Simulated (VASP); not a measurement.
Runs of VASP 6.6.1 on Sn. The structure is that of space group I4_1/amd (No. 141), or close to it. The cells are those of the table. 

| task | level | potentials or basis | cell | cutoff (eV) | gap on the mesh (eV) | pressure (GPa) | relaxed volume (Å³/atom) |
| --- | --- | --- | --- | --- | --- | --- | --- |
| single point | LDA | VASP PAW LDA potentials, release 64 (Sn_d) | a = 4.364 Å, angles 97.4, 97.4, 137.9°, 2 atoms | 520 | none | 0.6 | - |
| relaxation of cell and atoms | PBE+D4 | VASP PAW PBE potentials, release 64 (Sn_d) | relaxed from a = 4.455 Å, angles 97.4, 97.4, 137.9°, 2 atoms | 600 | none | 0.0 | 27.19 |
| relaxation of cell and atoms | BLYP+D3(BJ) | VASP PAW PBE potentials, release 64 (Sn_d) | relaxed from a = 4.455 Å, angles 97.4, 97.4, 137.9°, 2 atoms | 600 | none | 0.0 | (b) |
| single point | PBE | VASP PAW PBE potentials, release 64 (Sn_d) | a = 4.542 Å, angles 97.4, 97.4, 137.9°, 2 atoms | 520 | none | (a) | - |
| single point | LDA | VASP PAW LDA potentials, release 64 (Sn_d) | a = 4.455 Å, angles 97.4, 97.4, 137.9°, 2 atoms | 520 | none | -2.9 | - |

Alike in all rows: no spin polarisation; k mesh 9 × 9 × 9; smearing fermi-dirac 0.05 eV.

Q: Estimate the missing entries.

A: (a) -1.4; (b) 27.91.

Caveats: spin-orbit coupling is left out, which moves the levels of the heavy elements; the PAW data sets were made with another functional, which shifts forces and pressure a little (at least some runs).

A k mesh can miss the band edges, and the runs leave out spin-orbit coupling on Sn.

A gap of «none» marks levels without a gap at the run's occupations.
